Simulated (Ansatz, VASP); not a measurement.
Given: the input of a run of Ansatz 0.2.0 on B.

input.yaml

```yaml
crystal:
  lattice:
    - [2.3769834089, 0.0, 0.0]
    - [0.0, 2.3769834089, 0.0]
    - [0.0, 0.0, 1.606658051]
  atoms:
    - { symbol: B, position: [0.5, 0.5, 0.5] }
hamiltonian:
  xc: pbe
  pseudopotentials: { kind: paw, azcp: { folder: soft_1 } }
kpoints:
  mp_grid: { grid: [11, 11, 16] }
scf:
  occupations: { method: fermi_dirac, width: 0.05 }
output:
  forces: true
  stress: true
  eigenvalues: true
```

Potentials or basis: Ansatz PAW soft_1.

Launch:

```bash
$ ansatz run input.yaml --threads 1 --pin off --max-ram 3584MiB --backend cpu --events-out ev --progress --plain --runs-dir out
```

Problem. Set up the same calculation for VASP 6.6.1. Potentials there: VASP PAW PBE potentials, release 64 (B).

Solution. As run (the cutoff follows the program's own potentials):

File INCAR:

```
SYSTEM = B
  ALGO = Normal
  EDIFF = 1E-6
  ENCUT = 500
  GGA = PE
  GGA_COMPAT = .FALSE.
  ISIF = 2
  ISMEAR = -1
  LASPH = .TRUE.
  LCHARG = .FALSE.
  LREAL = .FALSE.
  LWAVE = .FALSE.
  NBANDS = 8
  NELM = 120
  PREC = Accurate
  SIGMA = 0.05
```

File KPOINTS:

```
k-points
0
G
  11 11 16
  0 0 0
```

POSCAR

```
B
1.0
    2.3769834089      0.0000000000      0.0000000000
    0.0000000000      2.3769834089      0.0000000000
    0.0000000000      0.0000000000      1.6066580510
B
1
Direct
    0.5000000000      0.5000000000      0.5000000000
```

Potentials or basis: VASP PAW PBE potentials, release 64 (B).

Command:

```sh
$ cat potpaw_PBE.64/B/POTCAR > POTCAR
$ mpirun -np 1 vasp_std > vasp.out
```

Both were run:

|  | VASP | Ansatz | Ansatz less VASP |
| --- | --- | --- | --- |
| gap on the k mesh at the Fermi level (eV) | none | none | - |
| pressure (GPa) | -6.6 | -6.6 | +0.02 |
| traceless stress, the component that is largest in VASP (GPa) | -6.96 | -6.96 | -0.002 |

A gap of «none» marks a metal or a gap that the smearing closes. The functional is the same, so the differences come from potentials, cutoffs and numerics.
